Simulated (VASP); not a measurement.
Runs of VASP 6.6.1 on BP. The structure is that of space group F-43m (No. 216), or close to it. The cells are those of the table. 

```tsv
cell	gap on the mesh (eV)	pressure (GPa)
a = 3.256, b = 3.208 Å, angles 60.5, 59.0, 60.5°, 2 atoms	1.25	-5.2
a = 3.176, b = 3.208 Å, angles 59.7, 60.7, 59.7°, 2 atoms	1.10	3.0
a = 3.264, b = 3.208 Å, angles 60.6, 58.9, 60.6°, 2 atoms	1.22	(a)
a = 3.192, b = 3.208 Å, angles 59.8, 60.3, 59.8°, 2 atoms	1.27	1.2
a = 3.240, b = 3.208 Å, angles 60.3, 59.3, 60.3°, 2 atoms	(b)	-3.7
```

Alike in all rows: task single point; level r2SCAN; potentials or basis VASP PAW PBE potentials, release 64 (B, P); no spin polarisation; k mesh 10 × 10 × 10; cutoff (eV) 520; smearing gaussian 0.05 eV.

Question: Fill in the values left out.

Answer: (a) -5.9; (b) 1.31.

Caveats: the PAW data sets were made with another functional, which shifts forces and pressure a little.

A k mesh can miss the band edges.
